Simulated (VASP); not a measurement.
# SiGe3 (P-4m2) in VASP: single point with PBE

Aim: the single point of SiGe3 with PBE.

All numbers are computed with VASP 6.6.1; they aren't measurements. Logs are shortened: lines on timing, memory, paths and dates and some standing lists are left out, and cuts for length are marked.

## (1) The cell of the first run

It takes space group P-4m2 (No. 115, tetragonal). Conventional cell: a = 3.970 Å, b = 3.970 Å, c = 5.594 Å, α = 90.00°, β = 90.00°, γ = 90.00°. Si (site symmetry -4m2) has 4 Ge at 2.41 Å within 3.2 Å. Ge (site symmetry 2mm) has 2 Si at 2.41 Å and 2 Ge at 2.45 Å within 3.2 Å. Within 3.2 Å of Ge (site symmetry -4m2) lie 4 Ge at 2.45 Å.

## (2) Single point, PBE, non-collinear spin, zero start, spin-orbit coupling

Contents of INCAR:

```
SYSTEM = SiGe3
  ALGO = Normal
  EDIFF = 1E-7
  ENCUT = 520
  GGA = PE
  GGA_COMPAT = .False.
  ISIF = 2
  ISMEAR = -1
  LASPH = .True.
  LCHARG = .True.
  LORBIT = 11
  LORBMOM = .True.
  LREAL = .False.
  LSORBIT = .True.
  LVHAR = .True.
  LWAVE = .False.
  MAGMOM = 0 0 0 0 0 0 0 0 0 0 0 0
  NBANDS = 60
  NELM = 150
  PREC = Accurate
  SIGMA = 0.02
```

Contents of KPOINTS:

```
k-points
0
Gamma
  6 6 6
  0 0 0
```

Contents of POSCAR:

```
SiGe3
1.0
    3.9699077038      0.0000000000      0.0000000000
    0.0000000000      3.9699077038      0.0000000000
    0.0000000000      0.0000000000      5.5939547077
Si Ge
1 3
Direct
    0.0000000000      0.0000000000      0.0000000000
    0.0000000000      0.5000000000      0.2442925744
    0.5000000000      0.5000000000      0.5000000000
    0.5000000000      0.0000000000      0.7557074256
```

Potentials or basis: VASP PAW PBE potentials, release 64 (Si, Ge_d).

Started as:

```
cat potpaw_PBE.64/Si/POTCAR potpaw_PBE.64/Ge_d/POTCAR > POTCAR
mpirun -np 1 vasp_ncl > vasp.out
```

OUTCAR:

```text
SYSTEM = SiGe3
   EDIFF = 1E-7
   ENCUT = 520
   GGA = PE
   ISIF = 2
   ISMEAR = -1
   LASPH = .True.
   LORBIT = 11
   LREAL = .False.
   LSORBIT = .True.
   NELM = 150
   PREC = Accurate

 ion  position               nearest neighbor table
   1  0.000  0.000  0.000-   2 2.41   4 2.41   2 2.41   4 2.41
   2  0.000  0.500  0.244-   1 2.41   1 2.41   3 2.45   3 2.45
   3  0.500  0.500  0.500-   2 2.45   4 2.45   4 2.45   2 2.45
   4  0.500  0.000  0.756-   1 2.41   1 2.41   3 2.45   3 2.45

  LATTYP: Found a simple tetragonal cell.
 ALAT       =     3.9699077038
 C/A-ratio  =     1.4090893605

  Lattice vectors:

 A1 = (   3.9699077038,   0.0000000000,   0.0000000000)
 A2 = (   0.0000000000,   3.9699077038,   0.0000000000)
 A3 = (   0.0000000000,   0.0000000000,   5.5939547077)

Analysis of symmetry for initial positions (statically):
=====================================================================
 Subroutine PRICEL returns:
 Original cell was already a primitive cell.

 Routine SETGRP: Setting up the symmetry group for a
 simple tetragonal supercell.

 Subroutine GETGRP returns: Found  8 space group operations
 (whereof  8 operations were pure point group operations)
 out of a pool of 16 trial point group operations.

The static configuration has the point symmetry D_2d.

Analysis of symmetry for dynamics (positions and initial velocities):
=====================================================================
 Subroutine PRICEL returns:
 Original cell was already a primitive cell.

 Routine SETGRP: Setting up the symmetry group for a
 simple tetragonal supercell.

 Subroutine GETGRP returns: Found  8 space group operations
 (whereof  8 operations were pure point group operations)
 out of a pool of 16 trial point group operations.

The dynamic configuration has the point symmetry D_2d.

Analysis of structural, dynamic, and magnetic symmetry:
=====================================================================
 Subroutine PRICEL returns:
 Original cell was already a primitive cell.

 Routine SETGRP: Setting up the symmetry group for a
 simple tetragonal supercell.

 Subroutine GETGRP returns: Found  8 space group operations
 (whereof  8 operations were pure point group operations)
 out of a pool of 16 trial point group operations.

The overall configuration has the point symmetry D_2d.

 Subroutine INISYM returns: Found  8 space group operations
 (whereof  8 operations are pure point group operations),
 and found     1 'primitive' translations

----------------------------------------------------------------------------------------

                                     Primitive cell

  volume of cell :      88.1617

  direct lattice vectors                    reciprocal lattice vectors
     3.969907704  0.000000000  0.000000000     0.251895025  0.000000000  0.000000000
     0.000000000  3.969907704  0.000000000     0.000000000  0.251895025  0.000000000
     0.000000000  0.000000000  5.593954708     0.000000000  0.000000000  0.178764408

  length of vectors
     3.969907704  3.969907704  5.593954708     0.251895025  0.251895025  0.178764408

  position of ions in fractional coordinates (direct lattice)
     0.000000000  0.000000000  0.000000000
     0.000000000  0.500000000  0.244292574
     0.500000000  0.500000000  0.500000000
     0.500000000  0.000000000  0.755707426

  ion indices of the primitive-cell ions
   primitive index   ion index
                 1           1
                 2           2
                 3           3
                 4           4

----------------------------------------------------------------------------------------

 KPOINTS: k-points

Automatic generation of k-mesh.
 Grid dimensions read from file:
 generate k-points for:    6    6    6

 Generating k-lattice:

  Cartesian coordinates                     Fractional coordinates (reciprocal lattice)
[... 106 lines left out ...]
  ---------------------------------------------------
  free energy    TOTEN  =       -18.89106361 eV

  energy without entropy =      -18.89104436  energy(sigma->0) =      -18.89105398

 E-fermi :   5.3356     XC(G=0):  -9.7974

 val. band max:        5.2335844344   @ k =   0.0000   0.0000   0.0000
 cond. band min:       5.4458323010   @ k =   0.5000   0.0000   0.5000
 fundamental gap:      0.2122478666
 Fermi energy:         5.3356421158

 k-point     1 :       0.0000    0.0000    0.0000
  band No.  band energies     occupation
      1     -19.7828      1.00000
      2     -19.7828      1.00000
      3     -19.7753      1.00000
      4     -19.7753      1.00000
      5     -19.7086      1.00000
      6     -19.7086      1.00000
[... 1453 lines left out ...]
     57      12.3564      0.00000
     58      12.3598      0.00000

 [... further k-points ...]

 [bands above 58 left out]

------------------------ aborting loop because EDIFF is reached ----------------------------------------

  FORCE on cell =-STRESS in cart. coord.  units (eV):
  Direction    XX          YY          ZZ          XY          YZ          ZX
  --------------------------------------------------------------------------------------
  -------------------------------------------------------------------------------------
  Total        1.4132860      1.4132860      1.3918734      0.0000000      0.0000000     -0.0000000
  in kB       25.6838944     25.6838944     25.2947592      0.0000000      0.0000000     -0.0000000
  external PRESSURE =      25.5541826 kB  Pullay stress =       0.0000000 kB

 VOLUME and BASIS-vectors are now :
 -----------------------------------------------------------------------------
  energy-cutoff  :      520.00
  volume of cell :       88.16
      direct lattice vectors                 reciprocal lattice vectors
     3.969907704  0.000000000  0.000000000     0.251895025  0.000000000  0.000000000
     0.000000000  3.969907704  0.000000000     0.000000000  0.251895025  0.000000000
     0.000000000  0.000000000  5.593954708     0.000000000  0.000000000  0.178764408

 POSITION                                       TOTAL-FORCE (eV/Angst)
 -----------------------------------------------------------------------------------
      0.00000      0.00000      0.00000         0.000000     -0.000000      0.000000
      0.00000      1.98495      1.36656         0.000000      0.000000     -0.070161
      1.98495      1.98495      2.79698        -0.000000      0.000000      0.000000
      1.98495      0.00000      4.22739         0.000000      0.000000      0.070161
 -----------------------------------------------------------------------------------
    total drift:                                0.000000      0.000000      0.000000

  FREE ENERGIE OF THE ION-ELECTRON SYSTEM (eV)
  ---------------------------------------------------
  free  energy   TOTEN  =       -18.8910636091 eV

  energy  without entropy=      -18.8910443563  energy(sigma->0) =      -18.89105398

 orbital moment (x)

 # of ion     p       d       tot
 ----------------------------------------
  1         0.000   0.000   0.000
  2         0.000   0.000   0.000
  3         0.000   0.000   0.000
  4         0.000   0.000   0.000
 ----------------------------------------
            0.000   0.000   0.000

 orbital moment (y)

 # of ion     p       d       tot
 ----------------------------------------
  1         0.000   0.000   0.000
  2         0.000   0.000   0.000
  3         0.000  -0.000  -0.000
  4         0.000   0.000   0.000
 ----------------------------------------
            0.000  -0.000   0.000

 orbital moment (z)

 # of ion     p       d       tot
 ----------------------------------------
  1         0.000   0.000   0.000
  2         0.000   0.000   0.000
  3         0.000   0.000   0.000
  4         0.000   0.000   0.000
 ----------------------------------------
            0.000   0.000   0.000

 Spin-Orbit-Coupling matrix elements

 Ion:    1  E_soc:     -0.0003881
 l=   1
     0.0000000    -0.0000631    -0.0000679
    -0.0000631     0.0000000    -0.0000631
    -0.0000679    -0.0000631     0.0000000
 l=   2
     0.0000000     0.0000000     0.0000000     0.0000000     0.0000000
     0.0000000     0.0000000     0.0000000     0.0000000     0.0000000
     0.0000000     0.0000000     0.0000000     0.0000000     0.0000000
     0.0000000     0.0000000     0.0000000     0.0000000     0.0000000
     0.0000000     0.0000000     0.0000000     0.0000000     0.0000000
 l=   3
     0.0000000     0.0000000     0.0000000     0.0000000     0.0000000     0.0000000     0.0000000
     0.0000000     0.0000000     0.0000000     0.0000000     0.0000000     0.0000000     0.0000000
     0.0000000     0.0000000     0.0000000     0.0000000     0.0000000     0.0000000     0.0000000
     0.0000000     0.0000000     0.0000000     0.0000000     0.0000000     0.0000000     0.0000000
[... 49 lines left out ...]
 l=   2
     0.0000000    -0.0001904     0.0000000    -0.0001917    -0.0007648
    -0.0001904     0.0000000    -0.0005701    -0.0001933    -0.0001924
     0.0000000    -0.0005701     0.0000000    -0.0005772     0.0000000
    -0.0001917    -0.0001933    -0.0005772     0.0000000    -0.0001950
    -0.0007648    -0.0001924     0.0000000    -0.0001950     0.0000000
 l=   3
     0.0000000     0.0000000     0.0000000     0.0000000     0.0000000     0.0000000     0.0000000
     0.0000000     0.0000000     0.0000000     0.0000000     0.0000000     0.0000000     0.0000000
     0.0000000     0.0000000     0.0000000     0.0000000     0.0000000     0.0000000     0.0000000
     0.0000000     0.0000000     0.0000000     0.0000000     0.0000000     0.0000000     0.0000000
     0.0000000     0.0000000     0.0000000     0.0000000     0.0000000     0.0000000     0.0000000
     0.0000000     0.0000000     0.0000000     0.0000000     0.0000000     0.0000000     0.0000000
     0.0000000     0.0000000     0.0000000     0.0000000     0.0000000     0.0000000     0.0000000

 total charge

# of ion       s       p       d       tot
------------------------------------------
    1        0.763   0.887   0.000   1.649
    2        1.118   1.303  10.026  12.446
    3        1.125   1.273  10.024  12.422
    4        1.118   1.303  10.026  12.446
--------------------------------------------------
tot          4.124   4.765  30.075  38.964

 magnetization (x)

# of ion       s       p       d       tot
------------------------------------------
    1        0.000   0.000   0.000   0.000
    2        0.000   0.000   0.000   0.000
    3        0.000   0.000   0.000   0.000
    4        0.000   0.000   0.000   0.000
--------------------------------------------------
tot          0.000   0.000   0.000   0.000

 magnetization (y)

# of ion       s       p       d       tot
------------------------------------------
    1        0.000   0.000   0.000   0.000
    2        0.000   0.000   0.000   0.000
    3        0.000   0.000   0.000   0.000
    4        0.000   0.000  -0.000   0.000
--------------------------------------------------
tot          0.000   0.000  -0.000   0.000

 magnetization (z)

# of ion       s       p       d       tot
------------------------------------------
    1        0.000  -0.000   0.000  -0.000
    2        0.000  -0.000  -0.000  -0.000
    3       -0.000   0.000   0.000  -0.000
    4        0.000  -0.000  -0.000  -0.000
--------------------------------------------------
tot         -0.000  -0.000  -0.000  -0.000
```

Wall time 8 min (1 thread of Oxide Virtual Turin-like, shared host); peak memory 0.55 GiB.

Results:

```
Free energy                                           : -18.8911 eV
Pressure                                              : 2.6 GPa
Largest force                                         : 0.070 eV/Å
Net moment                                            : 0.00 μB per cell
Valence electrons inside the program's atomic spheres : Si 1.65; Ge 12.45, 12.42 (each value once)
```

Forces in eV/Å, atoms in the order of the input:
```
Si   0.000  0.000  0.000
Ge   0.000  0.000 -0.070
Ge   0.000  0.000  0.000
Ge   0.000  0.000  0.070
```

Moments on the atoms (μB; x, y, z):
```
Si  0.00 0.00 0.00
Ge  0.00 0.00 0.00
Ge  0.00 0.00 0.00
Ge  0.00 0.00 0.00
```
